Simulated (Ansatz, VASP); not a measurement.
Ag: VASP beside Ansatz

Contents of INCAR:

```
SYSTEM = Ag
PREC = Accurate
ENCUT = 520
EDIFF = 1E-7
ISMEAR = 0
SIGMA = 0.15
LREAL = .False.
LASPH = .True.
NELM = 80
ALGO = Fast
ISIF = 2
LWAVE = .False.
LCHARG = .False.
GGA = CA
NBANDS = 54
```

KPOINTS

```
regular mesh
0
Gamma
  10 10 10
  0 0 0
```

File POSCAR:

```
Ag
1.0
   -3.3113080000     -3.3113080000      3.3113080000
   -3.3113080000      3.3113080000     -3.3113080000
    3.3113080000     -3.3113080000     -3.3113080000
Ag
8
Direct
    0.4803848191      0.4803848191      0.4803848191
    0.0000000000      0.5000000000      0.5000000000
    0.5000000000      0.0000000000      0.5000000000
    0.0000000000      0.0000000000      0.5000000000
    0.5000000000      0.5000000000      0.0000000000
    0.0000000000      0.5000000000      0.0000000000
    0.5000000000      0.0000000000      0.0000000000
    0.0000000000      0.0000000000      0.0000000000
```

Input for Ansatz:

```yaml
crystal:
  lattice:
    - [-3.311308, -3.311308, 3.311308]
    - [-3.311308, 3.311308, -3.311308]
    - [3.311308, -3.311308, -3.311308]
  atoms:
    - { symbol: Ag, position: [0.4803848191, 0.4803848191, 0.4803848191] }
    - { symbol: Ag, position: [0.0, 0.5, 0.5] }
    - { symbol: Ag, position: [0.5, 0.0, 0.5] }
    - { symbol: Ag, position: [0.0, 0.0, 0.5] }
    - { symbol: Ag, position: [0.5, 0.5, 0.0] }
    - { symbol: Ag, position: [0.0, 0.5, 0.0] }
    - { symbol: Ag, position: [0.5, 0.0, 0.0] }
    - { symbol: Ag, position: [0.0, 0.0, 0.0] }
basis:
  ecutwfc: 420
kpoints:
  mp_grid: { grid: [10, 10, 10] }
hamiltonian:
  xc: lda
scf:
  occupations: { method: gaussian, width: 0.15 }
output:
  forces: true
  stress: true
  eigenvalues: true
  write_density: true
  write_potential: true
  elf: true
  volumetric_format: npy
```

Alike in both runs: task single point; functional LDA; k mesh 10 × 10 × 10; occupations gaussian, width 0.15 eV; no spin polarisation.

```csv
,VASP,Ansatz
version,VASP 6.6.1,Ansatz 0.2.0
potentials or method,"VASP PAW LDA potentials, release 64 (Ag), cutoff 520 eV","scalar-relativistic, plane waves, PAW"
valence electrons in the cell,88,152
```

```tsv
	VASP	Ansatz	Ansatz less VASP
gap on the k mesh at the Fermi level (eV)	none	none	-
pressure (GPa)	-11.1	-11.3	-0.17
traceless stress, the component that is largest in VASP (GPa)	0.07	0.07	0.000
rms of the force components (eV/Å)	0.106	0.106	-0.0004
```

LDA's correlation is that of Perdew and Zunger in VASP and of Perdew and Wang (1992) in Ansatz. Atom by atom the forces differ by 0.000 eV/Å (rms over components). A gap of «none» marks a metal or a gap that the smearing closes. VASP's potentials hold 88 valence electrons a cell and Ansatz's 152, so a difference there can come from the potentials and not from the codes.
